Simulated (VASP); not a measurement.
The system is Al2O3.

```
Al O
1.0
     3.10194    0.00000    0.00000
    -1.55097    2.68636    0.00000
     0.00000    0.00000    4.83903
Al O
2 3
Direct
  0.33333 0.66667 0.24500
  0.66667 0.33333 0.75500
  0.00000 0.00000 0.00000
  0.33333 0.66667 0.64500
  0.66667 0.33333 0.35500
```

```yaml
Program: VASP 6.6.1
Task: relaxation of cell and atoms
Functional: PBEsol
Potentials_or_basis: VASP PAW PBE potentials, release 64 (Al, O)
Cutoff: 600 eV
k_mesh: 9 × 9 × 4
Occupations: fermi-dirac, width 0.03 eV
Spin: no spin polarisation
```

At the start: pressure 14.4 GPa; volume 8.06 Å³/atom.

Problem. Where does the relaxation end?

Solution. Over 18 steps the energy falls by 307.8 meV/atom and the volume is 9.09 Å³/atom (+12.8 %); space group P-3m1 (No. 164, to 0.05 Å).

The path:
```csv
step,energy change (eV),largest force (eV/Å),pressure (GPa),volume (Å³)
1,0.0000,2.1611,14.40,40.32
2,-0.6099,1.6137,-5.39,44.57
3,-0.6466,1.0062,-2.86,43.72
4,-1.0032,1.1679,-1.74,43.80
5,-1.2045,1.4512,2.15,43.57
6,-1.3205,1.9718,-3.89,44.62
7,-1.3376,1.6653,-2.59,44.37
8,-1.5088,0.0694,6.31,43.93
9,-1.5089,0.0699,6.03,43.94
10,-1.5226,0.2037,-4.31,46.33
11,-1.5372,0.1053,-0.19,45.31
12,-1.5378,0.1768,-0.03,45.47
13,-1.5384,0.0660,-0.09,45.40
14,-1.5389,0.0459,0.08,45.40
15,-1.5390,0.0318,0.21,45.39
16,-1.5391,0.0522,-0.21,45.48
17,-1.5391,0.0385,-0.06,45.45
18,-1.5392,0.0066,-0.01,45.47
```

Final structure:
```yaml
crystal:
  lattice:
    - [2.88804, 0.00000, 0.00000]
    - [-1.44402, 2.50112, 0.00000]
    - [0.00000, 0.00000, 6.29519]
  atoms:
    - { symbol: Al, position: [0.33333, 0.66667, 0.21388] }
    - { symbol: Al, position: [0.66667, 0.33333, 0.78612] }
    - { symbol: O, position: [0.00000, 0.00000, 0.00000] }
    - { symbol: O, position: [0.33333, 0.66667, 0.68248] }
    - { symbol: O, position: [0.66667, 0.33333, 0.31752] }
```

Caveat: the PAW data sets were made with another functional, which shifts forces and pressure a little.
